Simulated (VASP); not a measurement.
# MoSe: single point with PBE

Crystal: MoSe.

```
CELL_PARAMETERS angstrom
0.00000 2.83929 2.83929
2.83929 0.00000 2.83929
2.83929 2.83929 0.00000
ATOMIC_POSITIONS crystal
Mo 0.00000 0.00000 0.00000
Se 0.25000 0.25000 0.25000
```

* Program: VASP 6.6.1
* Task: single point
* Functional: PBE
* Potentials or basis: VASP PAW PBE potentials, release 64 (Mo_sv, Se)
* Cutoff: 520 eV
* k mesh: 12 × 12 × 12
* Occupations: gaussian, width 0.1 eV
* Spin: no spin polarisation

```
Pressure               : -1.5 GPa
Band gap on the k mesh : zero (bands 10 and 11 overlap by 0.25 eV)
```

Levels at points of the mesh, in eV from the Fermi level:
| k point | band 6 | band 7 | band 8 | band 9 | band 10 | band 11 | band 12 | band 13 | band 14 | band 15 |
| --- | --- | --- | --- | --- | --- | --- | --- | --- | --- | --- |
| (0.00, 0.00, 0.00) | -4.82 | -4.82 | -4.82 | -0.51 | -0.51 | 1.26 | 4.21 | 4.21 | 4.21 | 7.60 |
| (0.50, 0.00, 0.00) | -5.50 | -4.45 | -4.45 | -0.19 | -0.19 | -0.02 | 2.26 | 2.26 | 3.83 | 8.11 |
| (0.50, 0.50, 0.00) | -5.96 | -3.78 | -3.78 | -1.40 | 0.10 | 0.25 | 0.75 | 0.75 | 5.88 | 7.31 |

It took 21 s on 1 thread of Intel(R) Xeon(R) 6975P-C (Granite Rapids), with other jobs on the host, peak memory 0.2 GiB.
